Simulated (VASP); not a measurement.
## Si: single point with PBE

Si:

```
Si
1.0
     0.00000    3.00824    2.63904
     2.55700    0.00000    2.63904
     2.55700    3.00824    0.00000
Si
2
Cartesian
  2.5570 3.0082 2.6390
  3.8355 4.5124 3.9586
```

This cell differs from its parent crystal: strain +e along x and -e along y -0.0825, strain +e along z and -e/2 along x and y -0.0350.

```
Program             : VASP 6.6.1
Task                : single point
Functional          : PBE
Potentials or basis : VASP PAW PBE potentials, release 64 (Si)
Cutoff              : 520 eV
k mesh              : 8 × 8 × 8
Occupations         : gaussian, width 0.05 eV
Spin                : no spin polarisation
```

The pressure is 0.0 GPa and the band gap on the k mesh is zero (band 4 reaches 6.21 eV, above the bottom of band 5 at 5.81 eV).

Stress tensor (GPa, compression positive):
```
  6.13   0.00   0.00
  0.00 -11.30   0.00
  0.00   0.00   5.04
```

Levels at points of the mesh, in eV from the Fermi level:
```tsv
k point	band 2	band 3	band 4	band 5	band 6	band 7
(0.00, 0.00, 0.00)	-1.11	0.03	0.18	2.11	2.24	2.47
(0.50, 0.00, 0.00)	-7.21	-2.23	-0.72	0.48	3.17	3.72
(0.50, 0.50, 0.00)	-7.86	-3.30	-3.30	0.20	0.20	8.01
(0.50, 0.00, 0.50)	-8.64	-2.33	-2.33	1.24	1.24	9.50
(0.00, 0.50, 0.50)	-7.69	-3.54	-3.54	-0.04	-0.04	8.34
```

It took 50 s on 1 thread of AMD EPYC 7R43 64-Core Processor (Zen 3), with other jobs on the host, peak memory 0.14 GiB.

Caveat: the cell differs from its parent crystal (strain +e along x and -e along y -0.0825, strain +e along z and -e/2 along x and y -0.0350).
